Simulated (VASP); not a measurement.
# CuO (Cccm) in VASP: notebook

CuO is run at these levels: RPBE; tasks: single point.

All numbers are computed with VASP 6.6.1; they aren't measurements. Logs are shortened: lines on timing, memory, paths and dates and some standing lists are left out, and cuts for length are marked.

### 1 The cell of the first run

The structure is orthorhombic, space group Cccm (No. 66). Conventional cell: a = 3.955 Å, b = 4.278 Å, c = 5.121 Å, α = 90.00°, β = 90.00°, γ = 90.00°. Within 2.6 Å of Cu (site symmetry 2/m) lie 4 O at 1.94 Å. Within 2.6 Å of O (site symmetry 222) lie 4 Cu at 1.94 Å and 2 O at 2.56 Å.

### 2 Single point, RPBE

File INCAR:

```
  PREC = Accurate
  ENCUT = 520
  EDIFF = 1E-7
  ISMEAR = -1
  SIGMA = 0.05
  LREAL = F
  LASPH = T
  NELM = 100
  ALGO = Normal
  ISIF = 2
  LWAVE = F
  LCHARG = F
  GGA = RP
  NBANDS = 25
```

File KPOINTS:

```
regular mesh
0
Gamma
  9 9 5
```

File POSCAR:

```
CuO
1.0
    1.9776053960     -2.1390962088      0.0000000000
    1.9776053960      2.1390962088      0.0000000000
    0.0000000000      0.0000000000      5.1213234137
Cu O
2 2
Direct
    0.5000000000      0.0000000000      0.0000000000
    0.0000000000      0.5000000000      0.5000000000
    0.5000000000      0.5000000000      0.2500000000
    0.5000000000      0.5000000000      0.7500000000
```

Potentials or basis: VASP PAW PBE potentials, release 64 (Cu, O).

Command:

```
$ cat potpaw_PBE.64/Cu/POTCAR potpaw_PBE.64/O/POTCAR > POTCAR
$ mpirun -np 1 vasp_std > vasp.out
```

OUTCAR:

```text
PREC = Accurate
   ENCUT = 520
   EDIFF = 1E-7
   ISMEAR = -1
   LREAL = F
   LASPH = T
   NELM = 100
   ISIF = 2
   GGA = RP

 ion  position               nearest neighbor table
   1  0.500  0.000  0.000-   3 1.94   4 1.94   3 1.94   4 1.94
   2  0.000  0.500  0.500-   3 1.94   4 1.94   3 1.94   4 1.94
   3  0.500  0.500  0.250-   1 1.94   2 1.94   1 1.94   2 1.94
   4  0.500  0.500  0.750-   1 1.94   2 1.94   1 1.94   2 1.94

  LATTYP: Found a base centered orthorhombic cell.
 ALAT       =     3.9552107920
 B/A-ratio  =     1.0816597756
 C/A-ratio  =     1.2948294498

  Lattice vectors:

 A1 = (   1.9776053960,  -2.1390962088,   0.0000000000)
 A2 = (   1.9776053960,   2.1390962088,   0.0000000000)
 A3 = (   0.0000000000,   0.0000000000,   5.1213234137)

Analysis of symmetry for initial positions (statically):
=====================================================================
 Subroutine PRICEL returns:
 Original cell was already a primitive cell.

 Routine SETGRP: Setting up the symmetry group for a
 base centered orthorhombic supercell.

 Subroutine GETGRP returns: Found  8 space group operations
 (whereof  4 operations were pure point group operations)
 out of a pool of  8 trial point group operations.

The static configuration has the point symmetry C_2h.
 The point group associated with its full space group is D_2h.

Analysis of symmetry for dynamics (positions and initial velocities):
=====================================================================
 Subroutine PRICEL returns:
 Original cell was already a primitive cell.

 Routine SETGRP: Setting up the symmetry group for a
 base centered orthorhombic supercell.

 Subroutine GETGRP returns: Found  8 space group operations
 (whereof  4 operations were pure point group operations)
 out of a pool of  8 trial point group operations.

The dynamic configuration has the point symmetry C_2h.
 The point group associated with its full space group is D_2h.

 Subroutine INISYM returns: Found  8 space group operations
 (whereof  4 operations are pure point group operations),
 and found     1 'primitive' translations

----------------------------------------------------------------------------------------

                                     Primitive cell

  volume of cell :      43.3293

  direct lattice vectors                    reciprocal lattice vectors
     1.977605396 -2.139096209  0.000000000     0.252831025 -0.233743577  0.000000000
     1.977605396  2.139096209  0.000000000     0.252831025  0.233743577  0.000000000
     0.000000000  0.000000000  5.121323414     0.000000000  0.000000000  0.195262029

  length of vectors
     2.913186519  2.913186519  5.121323414     0.344324828  0.344324828  0.195262029

  position of ions in fractional coordinates (direct lattice)
     0.500000000  1.000000000  0.000000000
     1.000000000  0.500000000  0.500000000
     0.500000000  0.500000000  0.250000000
     0.500000000  0.500000000  0.750000000

  ion indices of the primitive-cell ions
   primitive index   ion index
                 1           1
                 2           2
                 3           3
                 4           4

----------------------------------------------------------------------------------------

 KPOINTS: regular mesh

Automatic generation of k-mesh.
 Grid dimensions read from file:
 generate k-points for:    9    9    5

 Generating k-lattice:

  Cartesian coordinates                     Fractional coordinates (reciprocal lattice)
     0.028092336 -0.025971509  0.000000000     0.111111111  0.000000000  0.000000000
     0.028092336  0.025971509  0.000000000     0.000000000  0.111111111  0.000000000
     0.000000000  0.000000000  0.039052406     0.000000000  0.000000000  0.200000000

  Length of vectors
     0.038258314  0.038258314  0.039052406

  Shift w.r.t. Gamma in fractional coordinates (k-lattice)
     0.000000000  0.000000000  0.000000000

 Subroutine IBZKPT returns following result:
 ===========================================

 Found     75 irreducible k-points:

 Following reciprocal coordinates:
            Coordinates               Weight
  0.000000  0.000000  0.000000      1.000000
  0.111111 -0.000000  0.000000      4.000000
  0.222222  0.000000  0.000000      4.000000
  0.333333 -0.000000  0.000000      4.000000
  0.444444  0.000000  0.000000      4.000000
  0.111111  0.111111  0.000000      2.000000
[... 16 lines left out ...]
 -0.333333  0.333333  0.000000      2.000000
  0.444444  0.444444  0.000000      2.000000
 [... further k-points ...]
   k-points           NKPTS =     75   k-points in BZ     NKDIM =     75   number of bands    NBANDS=     25
   number of dos      NEDOS =    301   number of ions     NIONS =      4
   total plane-waves  NPLWV =  23040
   dimension x,y,z NGX =    24 NGY =   24 NGZ =   40
   dimension x,y,z NGXF=    48 NGYF=   48 NGZF=   80
   ions per type =               2   2
   NGX,Y,Z   is equivalent  to a cutoff of  13.70, 13.70, 12.98 a.u.
   NGXF,Y,Z  is equivalent  to a cutoff of  27.39, 27.39, 25.97 a.u.
 SYSTEM =  unknown system
   PREC   = accura    normal or accurate (medium, high low for compatibility)
   ISTART =      0    job   : 0-new  1-cont  2-samecut
   ICHARG =      2    charge: 1-file 2-atom 10-const
   ISPIN  =      1    spin polarized calculation?
   LNONCOLLINEAR =      F non collinear calculations
   LSORBIT =      F    spin-orbit coupling
   LASPH  =      T    aspherical Exc in radial PAW
   ENCUT  =  520.0 eV  38.22 Ry    6.18 a.u.   5.42  5.42  9.52*2*pi/ulx,y,z
   NELM   =    100;   NELMIN=  2; NELMDL= -5     # of ELM steps
   EDIFF  = 0.1E-06   stopping-criterion for ELM
   LREAL  =      F    real-space projection
   EDIFFG = 0.1E-05   stopping-criterion for IOM
   NSW    =      0    number of steps for IOM
   IBRION =     -1    ionic relax: 0-MD 1-quasi-New 2-CG
   NFREE  =      0    steps in history (QN), initial steepest desc. (CG)
   ISIF   =      2    stress and relaxation
   ISYM   =      2    0-nonsym 1-usesym 2-fastsym
   POTIM  = 0.5000    time-step for ionic-motion
   TEBEG  =    0.0;   TEEND  =   0.0 temperature during run
   PSTRESS=    0.0 pullay stress
   NELECT =      34.0000    total number of electrons
   NUPDOWN=      -1.0000    fix difference up-down
   EMIN   =  10.00;   EMAX   =-10.00  energy-range for DOS
   EFERMI =   0.00;   METHOD = LEGACY
   ISMEAR =    -1;   SIGMA  =   0.05  broadening in eV -4-tet -1-fermi 0-gaus
   EFERMI_NEDOS =   21; number of points for ismear=-14 and -15
   IALGO  =     38    algorithm
   IMIX   =      4    mixing-type and parameters
     AMIX     =   0.40;   BMIX     =  1.00
     AMIX_MAG =   1.60;   BMIX_MAG =  1.00
  volume/ion in A,a.u.               =      10.83        73.10
  Fermi-wavevector in a.u.,A,eV,Ry     =   1.509989  2.853465 31.022187  2.280066
  Thomas-Fermi vector in A             =   2.620238
   LORBIT       =      0    0 simple, 1 ext, 2 COOP (PROOUT), +10 PAW based schemes
   GGA     = RP    functional components
   LHFCALC =     F    Hartree Fock is set to
   AEXX    =    0.0000 exact exchange contribution
   IVDW    =     0    specifies the selected vdW correction
   LEPSILON=     F    determine dielectric tensor
   LRPA    =     F    only Hartree local field effects (RPA)
 non-spin polarized calculation
  energy-cutoff  :      520.00
  volume of cell :       43.33
 maximum number of plane-waves:      1183
 NGX is ok and might be reduce to    24
   NGX = 11   NGY = 11   NGZ = 19

 number of electron      33.9999977 magnetization

 Free energy of the ion-electron system (eV)
  ---------------------------------------------------
  ext. energy  EPLUGINS =         0.00000000
  ---------------------------------------------------
  free energy    TOTEN  =       -17.94281576 eV

  energy without entropy =      -17.92344656  energy(sigma->0) =      -17.93313116

 E-fermi :   5.3375     XC(G=0): -11.2227

 val. band max:        5.3326113777   @ k =   0.2222   0.1111   0.0000
 cond. band min:       5.3790138220   @ k =   0.4444   0.0000   0.2000
 fundamental gap:      0.0464024443
 Fermi energy:         5.3374910979

 k-point     1 :       0.0000    0.0000    0.0000
  band No.  band energies     occupation
      1     -14.7162      2.00000
      2     -13.3826      2.00000
      3      -2.9203      2.00000
      4      -0.2726      2.00000
      5      -0.1104      2.00000
      6       1.5412      2.00000
[... 17 lines left out ...]
     24      20.1841      0.00000
     25      20.4311      0.00000

 k-point     2 :       0.1111   -0.0000    0.0000
  band No.  band energies     occupation
      1     -14.6501      2.00000
      2     -13.3628      2.00000
      3      -2.8055      2.00000
      4      -0.2981      2.00000
      5      -0.1163      2.00000
      6       0.8691      2.00000
[... 17 lines left out ...]
     24      20.3561      0.00000
     25      20.4843      0.00000

 k-point     3 :       0.2222    0.0000    0.0000
  band No.  band energies     occupation
      1     -14.4764      2.00000
      2     -13.3117      2.00000
      3      -2.5003      2.00000
      4      -0.3851      2.00000
      5      -0.2423      2.00000
      6      -0.0621      2.00000
[... 17 lines left out ...]
     24      20.3060      0.00000
     25      20.6842      0.00000

 k-point     4 :       0.3333   -0.0000    0.0000
  band No.  band energies     occupation
      1     -14.2670      2.00000
      2     -13.2526      2.00000
      3      -2.1243      2.00000
      4      -1.2246      2.00000
      5      -0.4245      2.00000
      6       0.0275      2.00000
[... 17 lines left out ...]
     24      19.4167      0.00000
     25      20.4488      0.00000
[... 477 lines left out ...]
 k-point    22 :      -0.4444    0.3333    0.0000
  band No.  band energies     occupation
      1     -13.7303      2.00000
      2     -13.1259      2.00000
      3      -1.4844      2.00000
      4      -0.9706      2.00000
      5      -0.8042      2.00000
      6      -0.1156      2.00000
[... 17 lines left out ...]
     24      17.4997      0.00000
     25      18.4296      0.00000

 k-point    23 :      -0.3333    0.3333    0.0000
  band No.  band energies     occupation
      1     -13.8676      2.00000
      2     -13.1584      2.00000
      3      -1.2837      2.00000
      4      -1.0874      2.00000
      5      -0.7183      2.00000
      6      -0.1738      2.00000
[... 17 lines left out ...]
     24      17.9362      0.00000
     25      18.8345      0.00000

 k-point    24 :       0.4444    0.4444    0.0000
  band No.  band energies     occupation
      1     -13.5978      2.00000
      2     -13.0965      2.00000
      3      -1.5231      2.00000
      4      -1.2173      2.00000
      5      -0.6121      2.00000
      6      -0.0596      2.00000
[... 17 lines left out ...]
     24      17.0713      0.00000
     25      17.2978      0.00000

 [... further k-points ...]
[... 5 lines left out ...]
  --------------------------------------------------------------------------------------
  -------------------------------------------------------------------------------------
  Total        2.7013092      2.6420034      3.3794429      0.0000000      0.0000000      0.0000000
  in kB       99.8855622     97.6926305    124.9607270      0.0000000      0.0000000      0.0000000
  external PRESSURE =     107.5129732 kB  Pullay stress =       0.0000000 kB

 VOLUME and BASIS-vectors are now :
 -----------------------------------------------------------------------------
  energy-cutoff  :      520.00
  volume of cell :       43.33
      direct lattice vectors                 reciprocal lattice vectors
     1.977605396 -2.139096209  0.000000000     0.252831025 -0.233743577  0.000000000
     1.977605396  2.139096209  0.000000000     0.252831025  0.233743577  0.000000000
     0.000000000  0.000000000  5.121323414     0.000000000  0.000000000  0.195262029

 POSITION                                       TOTAL-FORCE (eV/Angst)
 -----------------------------------------------------------------------------------
      0.98880     -1.06955      0.00000         0.000000      0.000000      0.000000
      0.98880      1.06955      2.56066         0.000000      0.000000      0.000000
      1.97761      0.00000      1.28033         0.000000     -0.000000      0.000000
      1.97761      0.00000      3.84099         0.000000      0.000000      0.000000
 -----------------------------------------------------------------------------------
    total drift:                                0.000000     -0.000000     -0.000000

  FREE ENERGIE OF THE ION-ELECTRON SYSTEM (eV)
  ---------------------------------------------------
  free  energy   TOTEN  =       -17.9428157560 eV

  energy  without entropy=      -17.9234465551  energy(sigma->0) =      -17.93313116
```

It took 56 s on 1 thread of Intel Xeon Platinum 8488C (Sapphire Rapids), shared host; peak memory 0.2 GiB.

Results:

```
Free energy            : -17.9428 eV
Pressure               : 10.8 GPa
Band gap on the k mesh : zero (bands 17 and 18 overlap by 0.86 eV)
```

Stress tensor (GPa, compression positive):
```
 9.99  0.00  0.00
 0.00  9.77  0.00
 0.00  0.00 12.50
```

Caveat: the cell stands under pressure; the PAW data sets were made with another functional, which shifts forces and pressure a little; semilocal functionals often make such compounds metallic where correlation or magnetic order opens a gap, which also shifts bond lengths. With open d or f shells a metallic result of RPBE can be an artefact of self-interaction; +U or a hybrid may open a gap.

### 3 Single point, RPBE

This run uses another cell than the first one, of 11.05 Å³/atom.

File INCAR:

```
SYSTEM = CuO
PREC = Accurate ; ENCUT = 520
EDIFF = 1E-7 ; ISMEAR = -1
SIGMA = 0.05 ; LREAL = .False.
LASPH = .True. ; NELM = 80
ALGO = Normal ; ISIF = 2
LWAVE = .False. ; LCHARG = .False.
GGA = RP ; NBANDS = 25
```

File KPOINTS:

```
regular mesh
0
Gamma
  9 9 5
  0 0 0
```

File POSCAR:

```
CuO
1.0
    1.9909680000     -2.1535500000      0.0000000000
    1.9909680000      2.1535500000      0.0000000000
    0.0000000000      0.0000000000      5.1559280000
Cu O
2 2
Direct
    0.5000000000      0.0000000000      0.0000000000
    0.0000000000      0.5000000000      0.5000000000
    0.5000000000      0.5000000000      0.2500000000
    0.5000000000      0.5000000000      0.7500000000
```

Potentials or basis: VASP PAW PBE potentials, release 64 (Cu, O).

Command:

```
$ cat potpaw_PBE.64/Cu/POTCAR potpaw_PBE.64/O/POTCAR > POTCAR
$ mpirun -np 1 vasp_std > vasp.out
```

Wall time 60 s (1 thread of Intel Xeon Platinum 8488C (Sapphire Rapids), shared host); peak memory 0.2 GiB.

It converged, with:

```
Free energy            : -17.9937 eV
Pressure               : 7.2 GPa
Band gap on the k mesh : zero (bands 17 and 18 overlap by 0.85 eV)
```

Stress tensor (GPa, compression positive):
```
7.06 0.00 0.00
0.00 6.53 0.00
0.00 0.00 8.06
```

Levels at points of the mesh, in eV from the Fermi level:
```
           k point  band 15  band 16  band 17  band 18  band 19  band 20
(0.00, 0.00, 0.00)    -2.29    -1.89     0.59     0.78     1.48     6.22
```

Caveat: the cell stands under pressure; the PAW data sets were made with another functional, which shifts forces and pressure a little; semilocal functionals often make such compounds metallic where correlation or magnetic order opens a gap, which also shifts bond lengths. With open d or f shells a metallic result of RPBE can be an artefact of self-interaction; +U or a hybrid may open a gap.

### 4 Single point, RPBE

This run uses another cell than the first one, of 11.27 Å³/atom.

File INCAR:

```
  PREC = Accurate
  ENCUT = 520
  EDIFF = 1E-6
  ISMEAR = -1
  SIGMA = 0.05
  LREAL = F
  LASPH = T
  NELM = 80
  ALGO = Normal
  ISIF = 2
  LWAVE = F
  LCHARG = F
  GGA = RP
  NBANDS = 25
```

File KPOINTS:

```
regular mesh
0
Gamma
  9 9 5
```

File POSCAR:

```
CuO
1.0
    2.0041536028     -2.1678123362      0.0000000000
    2.0041536028      2.1678123362      0.0000000000
    0.0000000000      0.0000000000      5.1900742137
Cu O
2 2
Direct
    0.5000000000      0.0000000000      0.0000000000
    0.0000000000      0.5000000000      0.5000000000
    0.5000000000      0.5000000000      0.2500000000
    0.5000000000      0.5000000000      0.7500000000
```

Command:

```
$ cat potpaw_PBE.64/Cu/POTCAR potpaw_PBE.64/O/POTCAR > POTCAR
$ mpirun -np 1 vasp_std > vasp.out
```

Run time: 66 s. Hardware: 1 thread of Intel Xeon Platinum 8488C (Sapphire Rapids), shared host; peak memory 0.19 GiB.

Results (log left out):

```
Free energy            : -18.0260 eV
Pressure               : 4.1 GPa
Band gap on the k mesh : zero (bands 17 and 18 overlap by 0.83 eV)
```

Stress tensor (GPa, compression positive):
```
4.47 0.00 0.00
0.00 3.68 0.00
0.00 0.00 4.14
```

Levels at points of the mesh, in eV from the Fermi level:
```
           k point  band 13  band 14  band 15  band 16  band 17  band 18  band 19  band 20  band 21  band 22
(0.00, 0.00, 0.00)    -2.30    -2.29    -2.23    -1.84     0.58     0.76     1.44     6.21     7.30    13.41
```

Caveat: the cell stands under pressure; the PAW data sets were made with another functional, which shifts forces and pressure a little; semilocal functionals often make such compounds metallic where correlation or magnetic order opens a gap, which also shifts bond lengths. With open d or f shells a metallic result of RPBE can be an artefact of self-interaction; +U or a hybrid may open a gap.

### 5 Single point, RPBE

This run uses another cell than the first one, of 11.50 Å³/atom.

File INCAR:

```
SYSTEM = CuO
PREC = Accurate ; ENCUT = 520
EDIFF = 1E-6 ; ISMEAR = -1
SIGMA = 0.05 ; LREAL = .False.
LASPH = .True. ; NELM = 100
ALGO = Normal ; ISIF = 2
LWAVE = .False. ; LCHARG = .False.
GGA = RP ; NBANDS = 25
```

File KPOINTS:

```
Automatic mesh
0
Gamma
  9 9 5
  0 0 0
```

File POSCAR:

```
CuO
1.0
    2.0171679519     -2.1818894341      0.0000000000
    2.0171679519      2.1818894341      0.0000000000
    0.0000000000      0.0000000000      5.2237769386
Cu O
2 2
Direct
    0.5000000000      0.0000000000      0.0000000000
    0.0000000000      0.5000000000      0.5000000000
    0.5000000000      0.5000000000      0.2500000000
    0.5000000000      0.5000000000      0.7500000000
```

Command:

```
$ cat potpaw_PBE.64/Cu/POTCAR potpaw_PBE.64/O/POTCAR > POTCAR
$ mpirun -np 1 vasp_std > vasp.out
```

It took 79 s on 1 thread of Intel Xeon Platinum 8488C (Sapphire Rapids), shared host; peak memory 0.2 GiB.

Results (log left out):

| Quantity | Value |
| --- | --- |
| Free energy | -18.0418 eV |
| Pressure | 1.3 GPa |
| Band gap on the k mesh | zero (bands 17 and 18 overlap by 0.82 eV) |

Stress tensor (GPa, compression positive):
```
2.12 0.00 0.00
0.00 1.08 0.00
0.00 0.00 0.58
```

Levels at points of the mesh, in eV from the Fermi level:
```csv
k point,band 14,band 15,band 16,band 17,band 18,band 19,band 20,band 21
"(0.00, 0.00, 0.00)",-2.23,-2.17,-1.80,0.57,0.75,1.39,6.20,7.20
```

Caveat: the PAW data sets were made with another functional, which shifts forces and pressure a little; semilocal functionals often make such compounds metallic where correlation or magnetic order opens a gap, which also shifts bond lengths.

### 6 Summary

```tsv
cell	gap on the mesh (eV)	pressure (GPa)
a = 2.913, b = 2.913, c = 5.121 Å, angles 90.0, 90.0, 94.5°, 4 atoms	none	10.8
a = 2.933, b = 2.933, c = 5.156 Å, angles 90.0, 90.0, 94.5°, 4 atoms	none	7.2
a = 2.952, b = 2.952, c = 5.190 Å, angles 90.0, 90.0, 94.5°, 4 atoms	none	4.1
a = 2.971, b = 2.971, c = 5.224 Å, angles 90.0, 90.0, 94.5°, 4 atoms	none	1.3
```

Alike in all rows: task single point; level RPBE; potentials or basis VASP PAW PBE potentials, release 64 (Cu, O); no spin polarisation; k mesh 9 × 9 × 5; cutoff (eV) 520; smearing fermi-dirac 0.05 eV.

Caveats: the PAW data sets were made with another functional, which shifts forces and pressure a little; semilocal functionals often make such compounds metallic where correlation or magnetic order opens a gap, which also shifts bond lengths; the cell stands under pressure (at least some runs).

Total energies depend on the potentials used, so only differences within one code and one set of settings carry meaning.
